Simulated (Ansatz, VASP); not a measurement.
Two plane-wave programs on Co

```
Co
1.0
     2.42941    0.00000    0.00000
    -1.21470    2.10393    0.00000
     0.00000    0.00000    3.91856
Co
2
Direct
  0.33333 0.66667 0.25000
  0.66667 0.33333 0.75000
```

Alike in both runs: functional LDA; k mesh 23 × 23 × 13; occupations fermi-dirac, width 0.05 eV; collinear spin.

Ansatz relaxed the structure, and its values are those at the end. VASP's run is a single point on that final structure, the one shown.

|  | VASP | Ansatz |
| --- | --- | --- |
| version | VASP 6.6.1 | Ansatz 0.2.0 |
| potentials or method | VASP PAW LDA potentials, release 64 (Co) | PAW with Ansatz's default frozen-core files, scalar-relativistic |
| plane-wave cutoff (eV) | 520 | 420 |
| valence electrons in the cell | 18 | 34 |

VASP gave:

| Property | Result |
| --- | --- |
| pressure (GPa) | -1.2 |
| net moment per atom (μB) | 1.49 |
| size of the moment on the site where the two differ most (μB) | 1.48 |

Task: What did Ansatz give for the same quantities?

Result: Pressure (GPa): 0.0; net moment per atom (μB): 1.52; size of the moment on the site where the two differ most (μB): 1.56.

LDA's correlation is that of Perdew and Zunger in VASP and of Perdew and Wang (1992) in Ansatz. Site moments also hang on the region over which each program counts them. VASP's potentials hold 18 valence electrons a cell and Ansatz's 34, so a difference there can come from the potentials and not from the codes.
